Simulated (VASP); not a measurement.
# GeSe (Pnma) in VASP: a series of runs, part 2 of 2

VASP 6.6.1.

## Step 3: Single point, PBE

Contents of INCAR:

```
PREC     = Accurate       # precision mode
ENCUT    = 500            # plane-wave cutoff, eV
EDIFF    = 1E-6           # SCF threshold, eV
ISMEAR   = 0              # smearing method
SIGMA    = 0.02           # smearing width, eV
LREAL    = False          # projectors in reciprocal space
LASPH    = True           # aspherical terms in the spheres
NELM     = 120            # most SCF steps
ALGO     = Normal         # electronic algorithm
ISIF     = 2              # what is computed and relaxed
LWAVE    = False          # write WAVECAR
LCHARG   = True           # write CHGCAR
GGA      = PE             # functional
LELF     = True           # ELF
LVHAR    = True         
NBANDS   = 50             # bands
GGA_COMPAT= False
```

Contents of KPOINTS:

```
regular mesh
0
Gamma
  4 8 6
```

Contents of POSCAR:

```
GeSe
1.0
   11.1824153946      0.0000000000      0.0000000000
    0.0000000000      3.8771477991      0.0000000000
    0.0000000000      0.0000000000      4.5368585670
Ge Se
4 4
Direct
    0.3736282165      0.7500000000      0.6218220227
    0.1263717835      0.2500000000      0.1218220227
    0.8736282165      0.7500000000      0.8781779773
    0.6263717835      0.2500000000      0.3781779773
    0.1474086761      0.7500000000      0.5014360356
    0.3525913239      0.2500000000      1.0014360356
    0.6474086761      0.7500000000     -0.0014360356
    0.8525913239      0.2500000000      0.4985639644
```

Potentials or basis: VASP PAW PBE potentials, release 64 (Ge_d, Se).

Run with:

```bash
cat potpaw_PBE.64/Ge_d/POTCAR potpaw_PBE.64/Se/POTCAR > POTCAR
mpirun -np 1 vasp_std > vasp.out
```

OUTCAR:

```text
PREC = Accurate
   ENCUT = 500
   EDIFF = 1E-6
   ISMEAR = 0
   LREAL = False
   LASPH = True
   NELM = 120
   ISIF = 2
   GGA = PE

 ion  position               nearest neighbor table
   1  0.374  0.750  0.622-   5 2.59   6 2.60   6 2.60
   2  0.126  0.250  0.122-   6 2.59   5 2.60   5 2.60
   3  0.874  0.750  0.878-   7 2.59   8 2.60   8 2.60
   4  0.626  0.250  0.378-   8 2.59   7 2.60   7 2.60
   5  0.147  0.750  0.501-   1 2.59   2 2.60   2 2.60
   6  0.353  0.250  0.001-   2 2.59   1 2.60   1 2.60
   7  0.647  0.750  0.999-   3 2.59   4 2.60   4 2.60
   8  0.853  0.250  0.499-   4 2.59   3 2.60   3 2.60

  LATTYP: Found a simple orthorhombic cell.
 ALAT       =     3.8771477991
 B/A-ratio  =     1.1701536289
 C/A-ratio  =     2.8841859981

  Lattice vectors:

 A1 = (   0.0000000000,   3.8771477991,   0.0000000000)
 A2 = (   0.0000000000,   0.0000000000,   4.5368585670)
 A3 = (  11.1824153946,   0.0000000000,   0.0000000000)

Analysis of symmetry for initial positions (statically):
=====================================================================
 Subroutine PRICEL returns:
 Original cell was already a primitive cell.

 Routine SETGRP: Setting up the symmetry group for a
 simple orthorhombic supercell.

 Subroutine GETGRP returns: Found  8 space group operations
 (whereof  2 operations were pure point group operations)
 out of a pool of  8 trial point group operations.

The static configuration has the point symmetry S_2 .
 The point group associated with its full space group is D_2h.

Analysis of symmetry for dynamics (positions and initial velocities):
=====================================================================
 Subroutine PRICEL returns:
 Original cell was already a primitive cell.

 Routine SETGRP: Setting up the symmetry group for a
 simple orthorhombic supercell.

 Subroutine GETGRP returns: Found  8 space group operations
 (whereof  2 operations were pure point group operations)
 out of a pool of  8 trial point group operations.

The dynamic configuration has the point symmetry S_2 .
 The point group associated with its full space group is D_2h.

 Subroutine INISYM returns: Found  8 space group operations
 (whereof  2 operations are pure point group operations),
 and found     1 'primitive' translations

----------------------------------------------------------------------------------------

                                     Primitive cell

  volume of cell :     196.6995

  direct lattice vectors                    reciprocal lattice vectors
    11.182415395  0.000000000  0.000000000     0.089426118  0.000000000  0.000000000
     0.000000000  3.877147799  0.000000000     0.000000000  0.257921558  0.000000000
     0.000000000  0.000000000  4.536858567     0.000000000  0.000000000  0.220416834

  length of vectors
    11.182415395  3.877147799  4.536858567     0.089426118  0.257921558  0.220416834

  position of ions in fractional coordinates (direct lattice)
     0.373628217  0.750000000  0.621822023
     0.126371783  0.250000000  0.121822023
     0.873628217  0.750000000  0.878177977
[... 47 lines left out ...]
  0.500000  0.000000  0.000000      1.000000
  0.000000  0.125000  0.000000      2.000000
  0.250000  0.125000  0.000000      4.000000
  0.500000  0.125000  0.000000      2.000000
[... 16 lines left out ...]
  0.250000  0.250000  0.166667      8.000000
  0.500000  0.250000  0.166667      4.000000
 [... further k-points ...]
   k-points           NKPTS =     60   k-points in BZ     NKDIM =     60   number of bands    NBANDS=     50
   number of dos      NEDOS =    301   number of ions     NIONS =      8
   total plane-waves  NPLWV =  84672
   dimension x,y,z NGX =    84 NGY =   28 NGZ =   36
   dimension x,y,z NGXF=   168 NGYF=   56 NGZF=   72
   ions per type =               4   4
   NGX,Y,Z   is equivalent  to a cutoff of  12.49, 12.01, 13.19 a.u.
   NGXF,Y,Z  is equivalent  to a cutoff of  24.98, 24.01, 26.38 a.u.
 SYSTEM =  unknown system
   PREC   = accura    normal or accurate (medium, high low for compatibility)
   ISTART =      0    job   : 0-new  1-cont  2-samecut
   ICHARG =      2    charge: 1-file 2-atom 10-const
   ISPIN  =      1    spin polarized calculation?
   LNONCOLLINEAR =      F non collinear calculations
   LSORBIT =      F    spin-orbit coupling
   LASPH  =      T    aspherical Exc in radial PAW
   ENCUT  =  500.0 eV  36.75 Ry    6.06 a.u.  20.39  7.07  8.27*2*pi/ulx,y,z
   NELM   =    120;   NELMIN=  2; NELMDL= -5     # of ELM steps
   EDIFF  = 0.1E-05   stopping-criterion for ELM
   LREAL  =      F    real-space projection
   EDIFFG = 0.1E-04   stopping-criterion for IOM
   NSW    =      0    number of steps for IOM
   IBRION =     -1    ionic relax: 0-MD 1-quasi-New 2-CG
   NFREE  =      0    steps in history (QN), initial steepest desc. (CG)
   ISIF   =      2    stress and relaxation
   ISYM   =      2    0-nonsym 1-usesym 2-fastsym
   POTIM  = 0.5000    time-step for ionic-motion
   TEBEG  =    0.0;   TEEND  =   0.0 temperature during run
   PSTRESS=    0.0 pullay stress
   NELECT =      80.0000    total number of electrons
   NUPDOWN=      -1.0000    fix difference up-down
   EMIN   =  10.00;   EMAX   =-10.00  energy-range for DOS
   EFERMI =   0.00;   METHOD = LEGACY
   ISMEAR =     0;   SIGMA  =   0.02  broadening in eV -4-tet -1-fermi 0-gaus
   EFERMI_NEDOS =   21; number of points for ismear=-14 and -15
   IALGO  =     38    algorithm
   IMIX   =      4    mixing-type and parameters
     AMIX     =   0.40;   BMIX     =  1.00
     AMIX_MAG =   1.60;   BMIX_MAG =  1.00
  volume/ion in A,a.u.               =      24.59       165.92
  Fermi-wavevector in a.u.,A,eV,Ry     =   1.212934  2.292112 20.017004  1.471208
  Thomas-Fermi vector in A             =   2.348402
   LORBIT       =      0    0 simple, 1 ext, 2 COOP (PROOUT), +10 PAW based schemes
   GGA     = PE    functional components
   LHFCALC =     F    Hartree Fock is set to
   AEXX    =    0.0000 exact exchange contribution
   IVDW    =     0    specifies the selected vdW correction
   LEPSILON=     F    determine dielectric tensor
   LRPA    =     F    only Hartree local field effects (RPA)
 non-spin polarized calculation
 Gauss-broadening in eV      SIGMA  =   0.02
  energy-cutoff  :      500.00
  volume of cell :      196.70
 maximum number of plane-waves:      5048
 NGX is ok and might be reduce to    84
   NGX = 41   NGY = 15   NGZ = 17

 number of electron      80.0000035 magnetization

 Free energy of the ion-electron system (eV)
  ---------------------------------------------------
  ext. energy  EPLUGINS =         0.00000000
  ---------------------------------------------------
  free energy    TOTEN  =       -33.87808087 eV

  energy without entropy =      -33.87808087  energy(sigma->0) =      -33.87808087

 E-fermi :   3.7526     XC(G=0):  -9.5889

 val. band max:        3.6685447619   @ k =   0.0000   0.0000   0.3333
 cond. band min:       4.5446107008   @ k =   0.0000   0.0000   0.0000
 fundamental gap:      0.8760659390
 Fermi energy:         3.7526235291

 k-point     1 :       0.0000    0.0000    0.0000
  band No.  band energies     occupation
      1     -20.8247      2.00000
      2     -20.8235      2.00000
      3     -20.8220      2.00000
      4     -20.8213      2.00000
      5     -20.8207      2.00000
      6     -20.8206      2.00000
[... 1261 lines left out ...]
     49       8.0506      0.00000
     50       8.0507      0.00000

 [... further k-points ...]

------------------------ aborting loop because EDIFF is reached ----------------------------------------

  FORCE on cell =-STRESS in cart. coord.  units (eV):
  Direction    XX          YY          ZZ          XY          YZ          ZX
  --------------------------------------------------------------------------------------
  -------------------------------------------------------------------------------------
  Total        0.0111653      0.0335858      0.0091806      0.0000000     -0.0000000      0.0000000
  in kB        0.0909451      0.2735665      0.0747790      0.0000000     -0.0000000      0.0000000
  external PRESSURE =       0.1464302 kB  Pullay stress =       0.0000000 kB

 VOLUME and BASIS-vectors are now :
 -----------------------------------------------------------------------------
  energy-cutoff  :      500.00
  volume of cell :      196.70
      direct lattice vectors                 reciprocal lattice vectors
    11.182415395  0.000000000  0.000000000     0.089426118  0.000000000  0.000000000
     0.000000000  3.877147799  0.000000000     0.000000000  0.257921558  0.000000000
     0.000000000  0.000000000  4.536858567     0.000000000  0.000000000  0.220416834

 POSITION                                       TOTAL-FORCE (eV/Angst)
 -----------------------------------------------------------------------------------
      4.17807      2.90786      2.82112         0.010170     -0.000000     -0.014705
      1.41314      0.96929      0.55269        -0.010170      0.000000     -0.014705
      9.76927      2.90786      3.98417         0.010170      0.000000      0.014705
      7.00435      0.96929      1.71574        -0.010170     -0.000000      0.014705
      1.64839      2.90786      2.27494        -0.006115      0.000000      0.012478
      3.94282      0.96929      0.00652         0.006115      0.000000      0.012478
      7.23959      2.90786      4.53034        -0.006115     -0.000000     -0.012478
      9.53403      0.96929      2.26191         0.006115     -0.000000     -0.012478
 -----------------------------------------------------------------------------------
    total drift:                               -0.000000     -0.000000      0.000000

  FREE ENERGIE OF THE ION-ELECTRON SYSTEM (eV)
  ---------------------------------------------------
  free  energy   TOTEN  =       -33.8780808679 eV

  energy  without entropy=      -33.8780808679  energy(sigma->0) =      -33.87808087
```

Wall time 12 min (1 thread of Oxide Virtual Turin-like, shared host); peak memory 0.51 GiB.

What came out:

| Quantity | Value |
| --- | --- |
| Free energy | -33.8781 eV |
| Pressure | 0.0 GPa |
| Largest force | 0.018 eV/Å |
| Band gap on the k mesh | 0.88 eV (least direct gap 0.97 eV) |

Forces on the atoms (eV/Å):
```
Ge   0.010  0.000 -0.015
Ge  -0.010  0.000 -0.015
Ge   0.010  0.000  0.015
Ge  -0.010  0.000  0.015
Se  -0.006  0.000  0.012
Se   0.006  0.000  0.012
Se  -0.006  0.000 -0.012
Se   0.006  0.000 -0.012
```

Levels at points of the mesh, in eV from the valence-band top:
```tsv
k point	band 38	band 39	band 40	band 41	band 42	band 43
(0.00, 0.00, 0.00)	-0.97	-0.73	-0.10	0.88	2.64	2.65
(0.50, 0.00, 0.00)	-1.55	-0.36	-0.36	2.30	2.30	2.45
(0.00, 0.50, 0.00)	-1.40	-1.13	-1.13	1.12	1.12	1.37
(0.50, 0.50, 0.00)	-1.46	-1.46	-1.46	1.52	1.52	1.52
(0.00, 0.00, 0.50)	-0.89	-0.36	-0.36	1.33	1.33	2.00
(0.50, 0.00, 0.50)	-0.57	-0.47	-0.47	1.38	1.38	1.95
(0.00, 0.50, 0.50)	-1.96	-1.32	-1.32	2.85	2.85	3.24
(0.50, 0.50, 0.50)	-1.37	-1.37	-1.37	2.67	2.67	2.67
```

A k mesh can miss the band edges.
